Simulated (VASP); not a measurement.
Wanted: the native input for a VASP 6.6.1 run.

```
Task                   : single point
Functional             : PBEsol
Potentials or basis    : VASP PAW PBE potentials, release 64 (Hf_pv, B)
Cutoff                 : 520 eV
k mesh                 : 20 × 20 × 20
Occupations            : gaussian, width 0.15 eV
Spin                   : no spin polarisation
Dipole correction      : no
Further INCAR settings : ALGO = Normal; EDIFF = 1e-06; NBANDS = 14
```

The structure of HfB lies in POSCAR:

```
HfB
1.0
   -0.7303487585      2.0084590859      2.0084590859
    2.0084590859     -0.7303487585      2.0084590859
    2.0084590859      2.0084590859     -0.7303487585
Hf B
1 1
Direct
    0.5000000000      0.5000000000      0.5000000000
    0.0000000000      0.0000000000      0.0000000000
```

This cell differs from its parent crystal: ratio of the length along [111] to the lengths across it x 0.6, volume and fractional coordinates fixed.

The input as run:

INCAR

```
PREC     = Accurate       # precision mode
ENCUT    = 520            # plane-wave cutoff, eV
EDIFF    = 1E-6           # SCF threshold, eV
ISMEAR   = 0              # smearing method
SIGMA    = 0.15           # smearing width, eV
LREAL    = False          # projectors in reciprocal space
LASPH    = True           # aspherical terms in the spheres
NELM     = 60             # most SCF steps
ALGO     = Normal         # electronic algorithm
ISIF     = 2              # what is computed and relaxed
LWAVE    = False          # write WAVECAR
LCHARG   = True           # write CHGCAR
GGA      = PS             # functional
LELF     = True           # ELF
LVHAR    = True         
NBANDS   = 14             # bands
```

KPOINTS

```
Automatic mesh
0
Gamma
  20 20 20
```

Potentials or basis: VASP PAW PBE potentials, release 64 (Hf_pv, B).

Launch:

```sh
$ cat potpaw_PBE.64/Hf_pv/POTCAR potpaw_PBE.64/B/POTCAR > POTCAR
$ mpirun -np 1 vasp_std > vasp.out
```

It gave:

```json
{"Pressure": "15.3 GPa", "Band gap on the k mesh": "zero (an odd number of electrons rules out a gap without spin polarisation)"}
```

Caveat: the cell stands under pressure; the PAW data sets were made with another functional, which shifts forces and pressure a little; spin-orbit coupling is left out, which moves the levels of the heavy elements.

Run time: 110 s on 1 thread of Intel(R) Xeon(R) 6975P-C (Granite Rapids) (shared host), peak memory 0.38 GiB.
